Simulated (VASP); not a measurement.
Runs of VASP 6.6.1 on SnSe. The structure is that of space group F-43m (No. 216), or close to it. The cells are those of the table. 

```csv
task,level,spin,cell,k mesh,cutoff (eV),grid for exact exchange (PRECFOCK),screening parameter,gap on the mesh (eV),pressure (GPa)
relaxation of cell and atoms,B3LYP,off,"relaxed from a = 4.795 Å, angles 60.0°, 2 atoms",4 × 4 × 4,600,Normal,-,0.99,0.0
single point,PBE,off,"a = 4.858 Å, angles 60.0°, 2 atoms",7 × 7 × 7,520,-,-,0.40,(b)
single point,PBE,off,"a = 4.763 Å, angles 60.0°, 2 atoms",7 × 7 × 7,520,-,-,(a),0.6
relaxation of cell and atoms,PBE,off,"relaxed from a = 4.795 Å, angles 60.0°, 2 atoms",7 × 7 × 7,600,-,-,0.30,0.0
single point,HSE06,"non-collinear, zero start, SOC","a = 4.795 Å, angles 60.0°, 2 atoms",3 × 3 × 3,520,Normal,0.2079 1/Å,-,-1.4
```

Alike in all rows: potentials or basis VASP PAW PBE potentials, release 64 (Sn_d, Se); smearing fermi-dirac 0.05 eV.

**Question.** Estimate the missing entries.

**Answer.** (a) 0.25; (b) -1.1.

Caveats: some runs use coarse meshes; spin-orbit coupling is left out, which moves the levels of the heavy elements (some runs); the PAW data sets were made with another functional, which shifts forces and pressure a little (some runs); the relaxation stopped at its first step, so nothing moved (some runs).

A k mesh can miss the band edges, and rows without SOC leave out spin-orbit coupling on Se, Sn.
